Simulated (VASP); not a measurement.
# SiC in VASP: single point with r2SCAN

Aim: the single point of SiC with r2SCAN.

Program: VASP 6.6.1. These are calculated values, not measurements. Logs are shortened: lines on timing, memory, paths and dates and some standing lists are left out, and cuts for length are marked.

## 1. The cell of the first run

The cell holds a slab with vacuum, 20 atoms: a = 6.161 Å, b = 4.356 Å, c = 21.161 Å, α = 90.00°, β = 90.00°, γ = 90.00°.

## 2. Single point, r2SCAN

POSCAR reads:

```
SiC
1.0
    6.1607243544      0.0000000000      0.0000000000
    0.0000000000      4.3562899680      0.0000000000
    0.0000000000      0.0000000000     21.1607243544
Si C
10 10
Direct
    0.2500000000      0.5000000000      0.3544302111
    0.7500000000      0.5000000000      0.3544302111
    0.5000000000      0.0000000000      0.4272151056
    0.0000000000      0.0000000000      0.4272151056
    0.7500000000      0.4915174127      0.4992244462
    0.2500000000      0.4915174127      0.4992244462
    0.0000000000     -0.0037739819      0.5756085113
    0.5000000000     -0.0037739819      0.5756085113
    0.2500000000      0.4465979415      0.6341659375
    0.7500000000      0.4465979415      0.6341659375
    0.5000000000      0.2500000000      0.3544302111
    0.0000000000      0.2500000000      0.3544302111
    0.7500000000      0.7500000000      0.4272151056
    0.2500000000      0.7500000000      0.4272151056
    0.0000000000      0.2434822729      0.5006530612
    0.5000000000      0.2434822729      0.5006530612
    0.2500000000      0.7513608506      0.5733576880
    0.7500000000      0.7513608506      0.5733576880
    0.5000000000      0.2528992839      0.6455091861
    0.0000000000      0.2528992839      0.6455091861
```

INCAR.step1 reads:

```
  PREC = Accurate
  ENCUT = 520
  ISMEAR = 0
  SIGMA = 0.05
  LREAL = Auto
  LASPH = T
  NELM = 100
  LDIPOL = T
  IDIPOL = 3
  DIPOL = 0.5 0.5 0.499
  NBANDS = 56
  GGA = PE
  ALGO = Normal
  EDIFF = 1E-4
  LWAVE = T
  LCHARG = F
```

INCAR.step2 reads:

```
  PREC = Accurate
  ENCUT = 520
  EDIFF = 1E-7
  ISMEAR = 0
  SIGMA = 0.05
  LREAL = Auto
  LASPH = T
  NELM = 100
  ALGO = Normal
  ISIF = 2
  LWAVE = F
  LCHARG = F
  LDIPOL = T
  IDIPOL = 3
  DIPOL = 0.5 0.5 0.499
  METAGGA = R2SCAN
  LMIXTAU = T
  NBANDS = 56
  ISTART = 1
```

KPOINTS reads:

```
Automatic mesh
0
Gamma
  5 6 1
```

Potentials or basis: VASP PAW PBE potentials, release 64 (Si, C).

Launch:

```bash
> cat potpaw_PBE.64/Si/POTCAR potpaw_PBE.64/C/POTCAR > POTCAR
> cp INCAR.step1 INCAR
> mpirun -np 1 vasp_std > vasp.out
> cp INCAR.step2 INCAR
> mpirun -np 1 vasp_std > vasp.out
```

OUTCAR:

```text
PREC = Accurate
   ENCUT = 520
   EDIFF = 1E-7
   ISMEAR = 0
   LREAL = Auto
   LASPH = T
   NELM = 100
   ISIF = 2
   METAGGA = R2SCAN
   ISTART = 1

 ion  position               nearest neighbor table
   1  0.250  0.500  0.354-  11 1.89  12 1.89  14 1.89   6 3.06   2 3.08   2 3.08   4 3.08   3 3.08
                             4 3.08   3 3.08
   2  0.750  0.500  0.354-  11 1.89  12 1.89  13 1.89   5 3.06   1 3.08   1 3.08   4 3.08   3 3.08
                             4 3.08   3 3.08
   3  0.500  0.000  0.427-  16 1.88  14 1.89  13 1.89  11 1.89   5 3.05   6 3.05   4 3.08   4 3.08
                             1 3.08   1 3.08   2 3.08   2 3.08   6 3.10   5 3.10   8 3.14
   4  0.000  0.000  0.427-  15 1.88  14 1.89  13 1.89  12 1.89   5 3.05   6 3.05   3 3.08   3 3.08
                             1 3.08   1 3.08   2 3.08   2 3.08   6 3.10   5 3.10   7 3.14
   5  0.750  0.492  0.499-  15 1.88  16 1.88  13 1.89  18 1.93  10 2.86   4 3.05   3 3.05   2 3.06
                             6 3.08   6 3.08   3 3.10   4 3.10   7 3.10   8 3.10   7 3.13   8 3.13
   6  0.250  0.492  0.499-  15 1.88  16 1.88  14 1.89  17 1.93   9 2.86   4 3.05   3 3.05   1 3.06
                             5 3.08   5 3.08   3 3.10   4 3.10   7 3.10   8 3.10   7 3.13   8 3.13
   7  0.000  0.996  0.576-  20 1.85  18 1.87  17 1.87  15 1.92   9 2.79  10 2.79   8 3.08   8 3.08
                             5 3.10   6 3.10  10 3.10   9 3.10   6 3.13   5 3.13   4 3.14
   8  0.500  0.996  0.576-  19 1.85  18 1.87  17 1.87  16 1.92   9 2.79  10 2.79   7 3.08   7 3.08
                             5 3.10   6 3.10  10 3.10   9 3.10   6 3.13   5 3.13   3 3.14
   9  0.250  0.447  0.634-  19 1.77  20 1.77  17 1.85   8 2.79   7 2.79   6 2.86  10 3.08  10 3.08
                             7 3.10   8 3.10
  10  0.750  0.447  0.634-  19 1.77  20 1.77  18 1.85   8 2.79   7 2.79   5 2.86   9 3.08   9 3.08
                             7 3.10   8 3.10
  11  0.500  0.250  0.354-   1 1.89   2 1.89   3 1.89
  12  0.000  0.250  0.354-   1 1.89   2 1.89   4 1.89
  13  0.750  0.750  0.427-   3 1.89   4 1.89   2 1.89   5 1.89
  14  0.250  0.750  0.427-   3 1.89   4 1.89   1 1.89   6 1.89
  15  0.000  0.243  0.501-   4 1.88   5 1.88   6 1.88   7 1.92
  16  0.500  0.243  0.501-   3 1.88   5 1.88   6 1.88   8 1.92
  17  0.250  0.751  0.573-   9 1.85   8 1.87   7 1.87   6 1.93
  18  0.750  0.751  0.573-  10 1.85   8 1.87   7 1.87   5 1.93
  19  0.500  0.253  0.646-   9 1.77  10 1.77   8 1.85
[... 9 lines left out ...]
 A1 = (   0.0000000000,  -4.3562899680,   0.0000000000)
 A2 = (   6.1607243544,   0.0000000000,   0.0000000000)
 A3 = (   0.0000000000,   0.0000000000,  21.1607243544)

Analysis of symmetry for initial positions (statically):
=====================================================================
 Subroutine PRICEL returns following result:

  LATTYP: Found a simple orthorhombic cell.
 ALAT       =     3.0803621772
 B/A-ratio  =     1.4142135624
 C/A-ratio  =     6.8695572589

  Lattice vectors:

 A1 = (   3.0803621772,   0.0000000000,   0.0000000000)
 A2 = (   0.0000000000,   4.3562899680,   0.0000000000)
[... 161 lines left out ...]
  volume/ion in A,a.u.               =      28.40       191.62
  Fermi-wavevector in a.u.,A,eV,Ry     =   0.851815  1.609696  9.872228  0.725588
  Thomas-Fermi vector in A             =   1.968006
   LORBIT       =      0    0 simple, 1 ext, 2 COOP (PROOUT), +10 PAW based schemes
   METAGGA = R2SCAN    functional components
   LHFCALC =     F    Hartree Fock is set to
   AEXX    =    0.0000 exact exchange contribution
   IVDW    =     0    specifies the selected vdW correction
   LEPSILON=     F    determine dielectric tensor
   LRPA    =     F    only Hartree local field effects (RPA)
 non-spin polarized calculation
 Gauss-broadening in eV      SIGMA  =   0.05
  energy-cutoff  :      520.00
  volume of cell :      567.91
 maximum number of plane-waves:     15372
 NGX is ok and might be reduce to    48
   NGX = 23   NGY = 17   NGZ = 79

 number of electron      79.9999999 magnetization

 dipolmoment           0.000000      0.000000      0.023724 electrons x Angstroem

 Free energy of the ion-electron system (eV)
  ---------------------------------------------------
  ext. energy  EPLUGINS =         0.00000000
  ---------------------------------------------------
  free energy    TOTEN  =      -181.04885960 eV

  energy without entropy =     -181.04792484  energy(sigma->0) =     -181.04839222

 E-fermi :  -0.0309     XC(G=0):  -5.1068

 val. band max:       -0.0905394044   @ k =   0.0000   0.5000   0.0000
 cond. band min:       0.0144367818   @ k =   0.0000   0.0000   0.0000
 fundamental gap:      0.1049761862
 Fermi energy:        -0.0309319395

 k-point     1 :       0.0000    0.0000    0.0000
  band No.  band energies     occupation
      1     -16.8232      2.00000
      2     -15.5599      2.00000
      3     -13.8599      2.00000
      4     -13.6188      2.00000
      5     -13.5796      2.00000
      6     -12.9043      2.00000
[... 649 lines left out ...]
     51       5.8488      0.00000
     52       6.0955      0.00000
 [bands above 52 left out]

------------------------ aborting loop because EDIFF is reached ----------------------------------------

 vacuum level on the upper side and lower side of the slab       (xc-potential included)         0.071        -0.087

  FORCE on cell =-STRESS in cart. coord.  units (eV):
  Direction    XX          YY          ZZ          XY          YZ          ZX
  --------------------------------------------------------------------------------------
  -------------------------------------------------------------------------------------
  Total       -2.8788150     -6.6186923     -4.3405271      0.0000000      3.6301752      0.0000000
  in kB       -8.1216682    -18.6725525    -12.2454278      0.0000000     10.2413942      0.0000000
  external PRESSURE =     -13.0132162 kB  Pullay stress =       0.0000000 kB

 VOLUME and BASIS-vectors are now :
 -----------------------------------------------------------------------------
  energy-cutoff  :      520.00
  volume of cell :      567.91
      direct lattice vectors                 reciprocal lattice vectors
     6.160724354  0.000000000  0.000000000     0.162318575  0.000000000  0.000000000
     0.000000000  4.356289968  0.000000000     0.000000000  0.229553131  0.000000000
     0.000000000  0.000000000 21.160724354     0.000000000  0.000000000  0.047257361

 POSITION                                       TOTAL-FORCE (eV/Angst)
 -----------------------------------------------------------------------------------
      1.54018      2.17814      7.50000         0.000000     -3.244749      1.896412
      4.62054      2.17814      7.50000         0.000000     -3.244749      1.896412
      3.08036      0.00000      9.04018         0.000000      0.305845     -0.926385
      0.00000      0.00000      9.04018         0.000000      0.305845     -0.926385
      4.62054      2.14119     10.56395         0.000000      0.002755     -0.007983
      1.54018      2.14119     10.56395         0.000000      0.002755     -0.007983
[... 12 lines left out ...]
      3.08036      1.10170     13.65944         0.000000      0.013178     -0.006874
      0.00000      1.10170     13.65944         0.000000      0.013178     -0.006874
 -----------------------------------------------------------------------------------
    total drift:                                0.000000      0.005349     -0.000512

  FREE ENERGIE OF THE ION-ELECTRON SYSTEM (eV)
  ---------------------------------------------------
  free  energy   TOTEN  =      -181.0488595991 eV

  energy  without entropy=     -181.0479248412  energy(sigma->0) =     -181.04839222

 vacuum level on the upper side and lower side of the slab         5.183         5.023
```

OUTCAR.step1:

```text
PREC = Accurate
   ENCUT = 520
   ISMEAR = 0
   LREAL = Auto
   LASPH = T
   NELM = 100
   GGA = PE
   EDIFF = 1E-4

 ion  position               nearest neighbor table
[... 957 lines left out ...]
      3.08036      1.10170     13.65944         0.000000     -0.114485      0.244513
      0.00000      1.10170     13.65944         0.000000     -0.114485      0.244513
 -----------------------------------------------------------------------------------
    total drift:                                0.000000      0.005842     -0.001279

  FREE ENERGIE OF THE ION-ELECTRON SYSTEM (eV)
  ---------------------------------------------------
  free  energy   TOTEN  =      -139.4000338756 eV

  energy  without entropy=     -139.3956957660  energy(sigma->0) =     -139.39786482

 vacuum level on the upper side and lower side of the slab         4.802         4.111
```

OSZICAR.step1:

```text
N       E                     dE             d eps       ncg     rms          rms(c)
DAV:   1     0.511727993945E+03    0.51173E+03   -0.30933E+04  1344   0.114E+03
DAV:   2    -0.824996958059E+02   -0.59423E+03   -0.56739E+03  1936   0.242E+02
DAV:   3    -0.158190074747E+03   -0.75690E+02   -0.74410E+02  1712   0.840E+01
[... 11 lines left out ...]
DAV:  15    -0.139398988223E+03   -0.60066E-03   -0.54563E-04  1440   0.606E-02    0.432E-02
DAV:  16    -0.139399577343E+03   -0.58912E-03   -0.13974E-04  1184   0.395E-02    0.205E-02
DAV:  17    -0.139399863445E+03   -0.28610E-03   -0.82126E-05  1176   0.312E-02    0.932E-03
DAV:  18    -0.139399989085E+03   -0.12564E-03   -0.26330E-05  1088   0.208E-02    0.631E-03
DAV:  19    -0.139400033876E+03   -0.44791E-04   -0.17801E-05  1128   0.127E-02
   1 F= -.13940003E+03 E0= -.13939786E+03  d E =-.433811E-02
```

It took 29 min on 1 thread of AMD EPYC 9R45 (Zen 5), shared host; peak memory 0.69 GiB.

What came out:

- Free energy: -181.0489 eV
- Largest force: 3.758 eV/Å
- Band gap on the k mesh: 0.10 eV

Forces in eV/Å, atoms in the order of the input:
```
Si   0.000 -3.245  1.896
Si   0.000 -3.245  1.896
Si   0.000  0.306 -0.926
Si   0.000  0.306 -0.926
Si   0.000  0.003 -0.008
Si   0.000  0.003 -0.008
Si   0.000 -0.008  0.003
Si   0.000 -0.008  0.003
Si   0.000 -0.020 -0.012
Si   0.000 -0.020 -0.012
C    0.000  2.096 -0.552
C    0.000  2.096 -0.552
C    0.000  0.831 -0.407
C    0.000  0.831 -0.407
C    0.000  0.002  0.009
C    0.000  0.002  0.009
C    0.000  0.022  0.004
C    0.000  0.022  0.004
C    0.000  0.013 -0.007
C    0.000  0.013 -0.007
```

Levels at points of the mesh, in eV from the valence-band top:
| k point | band 36 | band 37 | band 38 | band 39 | band 40 | band 41 | band 42 | band 43 | band 44 | band 45 |
| --- | --- | --- | --- | --- | --- | --- | --- | --- | --- | --- |
| (0.00, 0.00, 0.00) | -1.01 | -0.84 | -0.74 | -0.57 | -0.16 | 0.10 | 0.23 | 1.20 | 1.77 | 1.88 |
| (0.00, 0.50, 0.00) | -1.39 | -0.95 | -0.63 | -0.54 | 0.00 | 0.42 | 0.71 | 1.65 | 2.28 | 4.04 |

Caveat: the PAW data sets were made with another functional, which shifts forces and pressure a little.
